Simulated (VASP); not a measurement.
Write the native input for VASP 6.6.1 that does the following.

```yaml
Task: single point
Functional: PBE
Potentials_or_basis: VASP PAW PBE potentials, release 64 (Hf_pv, Si, Br)
Cutoff: 520 eV
k_mesh: 4 × 4 × 4
Occupations: gaussian, width 0.1 eV
Spin: no spin polarisation
Dipole_correction: no
Further_INCAR_settings: ALGO = Normal; EDIFF = 1e-06; NBANDS = 35
```

The structure of HfSi3Br4 lies in POSCAR:

```
HfSi3Br4
1.0
    6.2785681300      0.0000000000      0.0000000000
    0.0000000000      6.2785681300      0.0000000000
    0.0000000000      0.0000000000      6.2785681300
Hf Si Br
1 3 4
Direct
    0.0000000000      0.0000000000      0.0000000000
    0.0000000000      0.5000000000      0.5000000000
    0.5000000000      0.0000000000      0.5000000000
    0.5000000000      0.5000000000      0.0000000000
    0.5000000000      0.0000000000      0.0000000000
    0.0000000000      0.5000000000      0.0000000000
    0.0000000000      0.0000000000      0.5000000000
    0.5000000000      0.5000000000      0.5000000000
```

The cell was built from a structure type or drawn by symmetry, and may not be a known phase.

The input as run:

INCAR

```
SYSTEM = HfSi3Br4
  ALGO = Normal
  EDIFF = 1E-6
  ENCUT = 520
  GGA = PE
  ISIF = 2
  ISMEAR = 0
  LASPH = .True.
  LCHARG = .False.
  LREAL = .False.
  LWAVE = .False.
  NBANDS = 35
  NELM = 60
  PREC = Accurate
  SIGMA = 0.1
```

KPOINTS

```
k-points
0
Gamma
  4 4 4
  0 0 0
```

Potentials or basis: VASP PAW PBE potentials, release 64 (Hf_pv, Si, Br).

The run is started by

```bash
$ cat potpaw_PBE.64/Hf_pv/POTCAR potpaw_PBE.64/Si/POTCAR potpaw_PBE.64/Br/POTCAR > POTCAR
$ mpirun -np 1 vasp_std > vasp.out
```

Results of the run:

- Pressure: -5.0 GPa
- Band gap on the k mesh: zero (bands 25 and 26 overlap by 1.16 eV)

Caveat: the cell stands under tension; spin-orbit coupling is left out, which moves the levels of the heavy elements.

Wall time 58 s on 1 thread of Intel(R) Xeon(R) 6975P-C (Granite Rapids), on a shared host, peak memory 0.36 GiB.
